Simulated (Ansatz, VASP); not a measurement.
Two plane-wave programs on ScTeAs3

```xyz
5
Lattice="5.2412 0.0000 0.0000 0.0000 5.2412 0.0000 0.0000 0.0000 5.2412" Properties=species:S:1:pos:R:3 pbc="T T T"
Sc    2.6206    2.6206    2.6206
Te    0.0000    0.0000    0.0000
As    2.6206    0.0000    0.0000
As    0.0000    2.6206    0.0000
As    0.0000    0.0000    2.6206
```

Alike in both runs: task single point; functional PBE; k mesh 4 × 4 × 4; occupations gaussian, width 0.1 eV; collinear spin.

|  | VASP | Ansatz |
| --- | --- | --- |
| version | VASP 6.6.1 | Ansatz 0.2.0 |
| potentials or method | VASP PAW PBE potentials, release 64 (Sc_sv, Te, As), cutoff 520 eV | scalar-relativistic, plane waves, PAW |
| valence electrons in the cell | 32 | 72 |

Ansatz gave:

| Item | Value |
| --- | --- |
| gap on the k mesh at the Fermi level (eV) | none |
| pressure (GPa) | -0.3 |
| net moment per atom (μB) | 0.00 |

**Question.** What did VASP give for the same quantities?

**Answer.** gap on the k mesh at the Fermi level (eV): none; pressure (GPa): -0.1; net moment per atom (μB): 0.00.

A gap of «none» marks a metal or a gap that the smearing closes. VASP's potentials hold 32 valence electrons a cell and Ansatz's 72, so a difference there can come from the potentials and not from the codes. Ansatz's warnings: seeded moment not kept.

Neither program's run includes spin-orbit coupling.
